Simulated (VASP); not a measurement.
## AlNi3: single point with PBEsol

AlNi3:

```
CELL_PARAMETERS angstrom
3.35614 0.00000 0.00000
0.00000 3.35614 0.00000
0.00000 0.00000 3.35614
ATOMIC_POSITIONS crystal
Al 0.00000 0.00000 0.00000
Ni 0.00000 0.50000 0.50000
Ni 0.50000 0.00000 0.50000
Ni 0.50000 0.50000 0.00000
```

```yaml
Program: VASP 6.6.1
Task: single point
Functional: PBEsol
Potentials_or_basis: VASP PAW PBE potentials, release 64 (Al, Ni)
Cutoff: 520 eV
k_mesh: 20 × 20 × 20
Occupations: gaussian, width 0.05 eV
Spin: collinear spin, ferromagnetic start
Starting_moments: "[0.0, 0.5, 0.5, 0.5] μB"
```

* Pressure: 39.8 GPa
* Net moment: 0.51 μB per cell
* Site moments: Al -0.01; Ni +0.17 μB
* Valence electrons inside the program's atomic spheres: Al 0.91; Ni 9.78

Levels at points of the mesh, in eV from the Fermi level:
Spin up:
```tsv
k point	band 15	band 16	band 17	band 18	band 19	band 20
(0.00, 0.00, 0.00)	0.08	0.08	0.91	0.91	0.91	7.61
(0.50, 0.00, 0.00)	-1.23	-0.53	0.08	6.18	6.18	6.50
(0.50, 0.50, 0.00)	-1.13	-1.11	-0.68	1.21	1.21	9.05
(0.50, 0.50, 0.50)	-1.27	-0.50	-0.16	-0.16	-0.16	4.70
```
Spin down:
```
           k point  band 14  band 15  band 16  band 17  band 18  band 19
(0.00, 0.00, 0.00)     0.37     0.37     0.37     0.90     0.90     0.90
(0.50, 0.00, 0.00)    -1.23    -1.06    -0.39     0.38     6.23     6.23
(0.50, 0.50, 0.00)    -1.35    -0.99    -0.84    -0.58     1.41     1.41
(0.50, 0.50, 0.50)    -1.13    -1.13    -0.50     0.09     0.09     0.09
```

Wall time 12 min on 1 thread of Oxide Virtual Turin-like Processor, on a shared host, peak memory 0.48 GiB.

Caveat: the cell stands under pressure; the PAW data sets were made with another functional, which shifts forces and pressure a little.
